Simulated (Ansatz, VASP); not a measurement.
Two plane-wave programs on NaI

```
Na I
1.0
     0.00000    3.26410    3.26410
     3.26410    0.00000    3.26410
     3.26410    3.26410    0.00000
Na I
1 1
Direct
  0.00000 0.00000 0.00000
  0.50000 0.50000 0.50000
```

Alike in both runs: task single point; functional PBE; k mesh 6 × 6 × 6; occupations gaussian, width 0.02 eV; no spin polarisation.

|  | VASP | Ansatz |
| --- | --- | --- |
| version | VASP 6.6.1 | Ansatz 0.2.0 |
| potentials or method | VASP PAW PBE potentials, release 64 (Na_pv, I), cutoff 520 eV | scalar-relativistic, plane waves, PAW |
| valence electrons in the cell | 14 | 26 |

|  | VASP | Ansatz | Ansatz less VASP |
| --- | --- | --- | --- |
| gap on the k mesh at the Fermi level (eV) | 3.57 | 3.58 | +0.003 |
| least direct gap on the mesh (eV) | 3.57 | 3.58 | +0.003 |

VASP's potentials hold 14 valence electrons a cell and Ansatz's 26, so a difference there can come from the potentials and not from the codes.

Neither program's run includes spin-orbit coupling.
